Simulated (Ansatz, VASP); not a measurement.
## Fe: VASP beside Ansatz

```
Fe
1.0
     0.00000    2.43652    2.43652
     2.43652    0.00000    2.43652
     2.43652    2.43652    0.00000
Fe
2
Cartesian
  0.0000 0.0000 0.0000
  1.2183 1.2183 1.2183
```

Alike in both runs: functional PBE; k mesh 14 × 14 × 14; occupations gaussian, width 0.1 eV; no spin polarisation.

Ansatz relaxed the structure, and its values are those at the end. VASP's run is a single point on that final structure, the one shown.

|  | VASP | Ansatz |
| --- | --- | --- |
| version | VASP 6.6.1 | Ansatz 0.2.0 |
| potentials or method | VASP PAW PBE potentials, release 64 (Fe_sv), cutoff 690 eV | scalar-relativistic, plane waves, PAW |
| valence electrons in the cell | 32 | 32 |

VASP gave:

| Item | Value |
| --- | --- |
| gap on the k mesh at the Fermi level (eV) | none |
| pressure (GPa) | -1.2 |

Problem. Estimate Ansatz's values.

Solution. gap on the k mesh at the Fermi level (eV): none; pressure (GPa): 0.0.

A gap of «none» marks a metal or a gap that the smearing closes. With one functional, cell and mesh, what is left measures potentials, basis and numerics.
